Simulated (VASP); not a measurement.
# Sn (I4_1/amd) in VASP: further runs, part 3 of 3

VASP 6.6.1.

## 4. Single point, PBE+D3(BJ)

This run uses another cell than the first one, of 27.32 Å³/atom, 1.004 times its volume.

INCAR

```
SYSTEM = Sn
PREC = Accurate
ENCUT = 520
EDIFF = 1E-6
ISMEAR = -1
SIGMA = 0.05
LREAL = .False.
LASPH = .True.
NELM = 60
ALGO = Fast
ISIF = 2
LWAVE = .False.
LCHARG = .False.
GGA = PE
IVDW = 12
NBANDS = 21
```

KPOINTS

```
regular mesh
0
Gamma
  9 9 9
  0 0 0
```

POSCAR

```
Sn
1.0
   -2.9333613087      2.9333613087      1.5873979718
    2.9333613087     -2.9333613087      1.5873979718
    2.9333613087      2.9333613087     -1.5873979718
Sn
2
Direct
    0.0000000000      0.0000000000      0.0000000000
    0.7500000000      0.2500000000      0.5000000000
```

Potentials or basis: VASP PAW PBE potentials, release 64 (Sn_d).

Launch:

```console
cat potpaw_PBE.64/Sn_d/POTCAR > POTCAR
mpirun -np 1 vasp_std > vasp.out
```

OUTCAR:

```text
SYSTEM = Sn
   PREC = Accurate
   ENCUT = 520
   EDIFF = 1E-6
   ISMEAR = -1
   LREAL = .False.
   LASPH = .True.
   NELM = 60
   ISIF = 2
   GGA = PE
   IVDW = 12
 IVDW          = 12

 ion  position               nearest neighbor table
   1  0.000  0.000  0.000-   2 3.04   2 3.04   2 3.04   2 3.04
   2  0.750  0.250  0.500-   1 3.04   1 3.04   1 3.04   1 3.04

  LATTYP: Found a body centered tetragonal cell.
 ALAT       =     5.8667226174
 C/A-ratio  =     0.5411532385

  Lattice vectors:

 A1 = (  -2.9333613087,   2.9333613087,   1.5873979718)
 A2 = (   2.9333613087,  -2.9333613087,   1.5873979718)
 A3 = (   2.9333613087,   2.9333613087,  -1.5873979718)

Analysis of symmetry for initial positions (statically):
=====================================================================
 Subroutine PRICEL returns:
 Original cell was already a primitive cell.

 Routine SETGRP: Setting up the symmetry group for a
 body centered tetragonal supercell.

 Subroutine GETGRP returns: Found 16 space group operations
 (whereof  8 operations were pure point group operations)
 out of a pool of 16 trial point group operations.

The static configuration has the point symmetry D_2d.
 The point group associated with its full space group is D_4h.

Analysis of symmetry for dynamics (positions and initial velocities):
=====================================================================
 Subroutine PRICEL returns:
 Original cell was already a primitive cell.

 Routine SETGRP: Setting up the symmetry group for a
 body centered tetragonal supercell.

 Subroutine GETGRP returns: Found 16 space group operations
 (whereof  8 operations were pure point group operations)
 out of a pool of 16 trial point group operations.

The dynamic configuration has the point symmetry D_2d.
 The point group associated with its full space group is D_4h.

 Subroutine INISYM returns: Found 16 space group operations
 (whereof  8 operations are pure point group operations),
 and found     1 'primitive' translations

[... 111 lines left out ...]
   IALGO  =     68    algorithm
   IMIX   =      4    mixing-type and parameters
     AMIX     =   0.40;   BMIX     =  1.00
     AMIX_MAG =   1.60;   BMIX_MAG =  1.00
  volume/ion in A,a.u.               =      27.32       184.35
  Fermi-wavevector in a.u.,A,eV,Ry     =   1.310092  2.475715 23.352245  1.716342
  Thomas-Fermi vector in A             =   2.440646
   LORBIT       =      0    0 simple, 1 ext, 2 COOP (PROOUT), +10 PAW based schemes
   GGA     = PE    functional components
   LHFCALC =     F    Hartree Fock is set to
   AEXX    =    0.0000 exact exchange contribution
   IVDW    =    12    specifies the selected vdW correction
   LEPSILON=     F    determine dielectric tensor
   LRPA    =     F    only Hartree local field effects (RPA)
 non-spin polarized calculation
 RMM-DIIS sequential band-by-band and
  energy-cutoff  :      520.00
  volume of cell :       54.64
 maximum number of plane-waves:      1486
 NGX is ok and might be reduce to    36
   NGX = 17   NGY = 17   NGZ = 17

 number of electron      27.9999995 magnetization

 Free energy of the ion-electron system (eV)
  ---------------------------------------------------
  ext. energy  EPLUGINS =         0.00000000
  ---------------------------------------------------
  free energy    TOTEN  =        -7.59429899 eV

  energy without entropy =       -7.58648348  energy(sigma->0) =       -7.59039123

 E-fermi :   7.9100     XC(G=0): -10.2740

 val. band max:        7.8838906582   @ k =   0.4444   0.3333  -0.0000
 cond. band min:       7.9213322727   @ k =  -0.2222  -0.2222   0.1111
 fundamental gap:      0.0374416145
 Fermi energy:         7.9100024566

 k-point     1 :       0.0000    0.0000    0.0000
  band No.  band energies     occupation
      1     -13.7517      2.00000
      2     -13.6786      2.00000
      3     -13.6287      2.00000
      4     -13.6251      2.00000
      5     -13.4711      2.00000
      6     -13.4711      2.00000
[... 565 lines left out ...]
     20      18.6324      0.00000
     21      19.2147      0.00000

 [... further k-points ...]

------------------------ aborting loop because EDIFF is reached ----------------------------------------

 Edisp (eV)   -0.77408

 E8    (eV) :    -0.3742

  FORCE on cell =-STRESS in cart. coord.  units (eV):
  Direction    XX          YY          ZZ          XY          YZ          ZX
  --------------------------------------------------------------------------------------
  -------------------------------------------------------------------------------------
  Total      -0.08029    -0.08029    -0.10106     0.00000     0.00000     0.00000
  in kB      -2.35459    -2.35459    -2.96350     0.00000     0.00000     0.00000
  external pressure =       -2.56 kB  Pullay stress =        0.00 kB

 VOLUME and BASIS-vectors are now :
 -----------------------------------------------------------------------------
  energy-cutoff  :      520.00
  volume of cell :       54.64
      direct lattice vectors                 reciprocal lattice vectors
    -2.933361309  2.933361309  1.587397972     0.000000000  0.170452920  0.314980874
     2.933361309 -2.933361309  1.587397972     0.170452920  0.000000000  0.314980874
     2.933361309  2.933361309 -1.587397972     0.170452920  0.170452920  0.000000000

 POSITION                                       TOTAL-FORCE (eV/Angst)
 -----------------------------------------------------------------------------------
      0.00000      0.00000      0.00000        -0.000000     -0.000000      0.000000
      0.00000      2.93336      0.79370         0.000000      0.000000     -0.000000
 -----------------------------------------------------------------------------------
    total drift:                               -0.000000      0.000000     -0.000000

  FREE ENERGIE OF THE ION-ELECTRON SYSTEM (eV)
  ---------------------------------------------------
  free  energy   TOTEN  =        -8.3683775539 eV

  energy  without entropy=       -8.3605620487  energy(sigma->0) =       -8.36446980
```

OSZICAR:

```text
N       E                     dE             d eps       ncg     rms          rms(c)
DAV:   1     0.219803799582E+03    0.21980E+03   -0.14454E+04  3205   0.207E+03
DAV:   2     0.148225566862E+02   -0.20498E+03   -0.20108E+03  3175   0.449E+02
DAV:   3    -0.690475457706E+01   -0.21727E+02   -0.21534E+02  3640   0.134E+02
DAV:   4    -0.758619983117E+01   -0.68145E+00   -0.68086E+00  3579   0.262E+01
DAV:   5    -0.761383253101E+01   -0.27633E-01   -0.27632E-01  4431   0.492E+00    0.235E+00
RMM:   6    -0.759787928536E+01    0.15953E-01   -0.27891E-02  3835   0.202E+00    0.136E+00
RMM:   7    -0.759417189493E+01    0.37074E-02   -0.21592E-02  3800   0.169E+00    0.150E-01
RMM:   8    -0.759416668919E+01    0.52057E-05   -0.30482E-03  4169   0.641E-01    0.560E-02
RMM:   9    -0.759428808296E+01   -0.12139E-03   -0.11098E-03  5067   0.266E-01    0.249E-02
RMM:  10    -0.759429600296E+01   -0.79200E-05   -0.82569E-05  4450   0.926E-02    0.825E-03
RMM:  11    -0.759429907877E+01   -0.30758E-05   -0.35378E-05  4957   0.503E-02    0.592E-03
RMM:  12    -0.759429898504E+01    0.93727E-07   -0.37868E-06  2919   0.180E-02
   1 F= -.83683776E+01 E0= -.83644698E+01  d E =-.781551E-02
```

Wall time 2 min (1 thread of Intel Xeon Platinum 8259CL at 2.50GHz (Skylake/Cascade Lake), shared host); peak memory 0.24 GiB.

What came out:

```
Free energy                : -8.3684 eV
Pressure                   : -0.3 GPa
Band gap on the k mesh     : zero (band 14 reaches 9.11 eV, above the bottom of band 15 at 5.12 eV)
Dispersion energy per atom : -0.387 eV
```

Caveat: three body term missing; spin-orbit coupling is left out, which moves the levels of the heavy elements; pairwise dispersion overbinds metals, which lowers pressure and volume.

## 5. Single point, PBE

This run uses another cell than the first one, of 27.34 Å³/atom, 1.005 times its volume.

INCAR: that of step 4 with these lines changed.

```diff
@@ -8,4 +8,4 @@
 LASPH = .True.
-NELM = 60
-ALGO = Fast
+NELM = 100
+ALGO = Normal
 ISIF = 2
@@ -14,3 +14,2 @@
 GGA = PE
-IVDW = 12
 NBANDS = 21
```

KPOINTS

```
Automatic mesh
0
Gamma
  9 9 9
  0 0 0
```

POSCAR

```
Sn
1.0
   -2.9341868000      2.9341868000      1.5880470538
    2.9341868000     -2.9341868000      1.5880470538
    2.9341868000      2.9341868000     -1.5880470538
Sn
2
Direct
    0.0000000000      0.0000000000      0.0000000000
    0.7500000000      0.2500000000      0.5000000000
```

Launch:

```console
cat potpaw_PBE.64/Sn_d/POTCAR > POTCAR
mpirun -np 1 vasp_std > vasp.out
```

It took 98 s on 1 thread of Intel Xeon Platinum 8259CL at 2.50GHz (Skylake/Cascade Lake), shared host; peak memory 0.23 GiB.

Results (log left out):

- Free energy: -7.5950 eV
- Pressure: 2.0 GPa
- Band gap on the k mesh: zero (band 14 reaches 9.10 eV, above the bottom of band 15 at 5.11 eV)

Levels at points of the mesh, in eV from the Fermi level:
| k point | band 12 | band 13 | band 14 | band 15 | band 16 | band 17 |
| --- | --- | --- | --- | --- | --- | --- |
| (0.00, 0.00, 0.00) | -3.74 | -2.00 | -2.00 | 2.95 | 6.12 | 6.12 |

Caveat: spin-orbit coupling is left out, which moves the levels of the heavy elements.

## 6. Summary

| level | cell | gap on the mesh (eV) | pressure (GPa) |
| --- | --- | --- | --- |
| PBE+D3(BJ) | a = 4.436 Å, angles 97.3, 97.3, 138.1°, 2 atoms | none | -0.1 |
| PBE+D4 | a = 4.434 Å, angles 97.3, 97.3, 138.1°, 2 atoms | none | -0.1 |
| PBE+D3(BJ) | a = 4.442 Å, angles 97.3, 97.3, 138.1°, 2 atoms | none | -0.3 |
| PBE | a = 4.443 Å, angles 97.3, 97.3, 138.1°, 2 atoms | none | 2.0 |

Alike in all rows: task single point; potentials or basis VASP PAW PBE potentials, release 64 (Sn_d); no spin polarisation; k mesh 9 × 9 × 9; cutoff (eV) 520; smearing fermi-dirac 0.05 eV.

Caveats: spin-orbit coupling is left out, which moves the levels of the heavy elements; pairwise dispersion overbinds metals, which lowers pressure and volume (some runs); three body term missing (some runs).

Absolute energies hang on the potentials; compare differences alone.
